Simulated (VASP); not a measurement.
## HgTe: single point with PBEsol

The system is HgTe.

```xyz
2
Lattice="0.0000 3.0946 3.0946 3.0946 0.0000 3.0946 3.0946 3.0946 0.0000" Properties=species:S:1:pos:R:3 pbc="T T T"
Hg    0.0000    0.0000    0.0000
Te    4.6418    4.6418    4.6418
```

This cell differs from its parent crystal: strain -0.040 along x and y, -0.040 along z.

```json
{
  "Program": "VASP 6.6.1",
  "Task": "single point",
  "Functional": "PBEsol",
  "Potentials or basis": "VASP PAW PBE potentials, release 64 (Hg, Te)",
  "Cutoff": "520 eV",
  "k mesh": "14 × 14 × 14",
  "Occupations": "gaussian, width 0.15 eV",
  "Spin": "no spin polarisation"
}
```

```
Pressure               : 9.6 GPa
Band gap on the k mesh : zero (filled and empty bands touch)
```

Levels at points of the mesh, in eV from the Fermi level:
```
           k point  band 7  band 8  band 9  band 10  band 11  band 12
(0.00, 0.00, 0.00)   -0.60   -0.12   -0.12    -0.12     3.78     3.78
(0.50, 0.00, 0.00)   -6.61   -1.41   -1.41     0.50     4.69     4.69
(0.50, 0.50, 0.00)   -6.36   -3.04   -3.04     1.59     1.88     8.51
```

Run time: 69 s on 1 thread of Intel(R) Xeon(R) Platinum 8488C (Sapphire Rapids), with other jobs on the host, peak memory 0.27 GiB.

Caveat: the cell differs from its parent crystal (strain -0.040 along x and y, -0.040 along z); the PAW data sets were made with another functional, which shifts forces and pressure a little; spin-orbit coupling is left out, which moves the levels of the heavy elements.
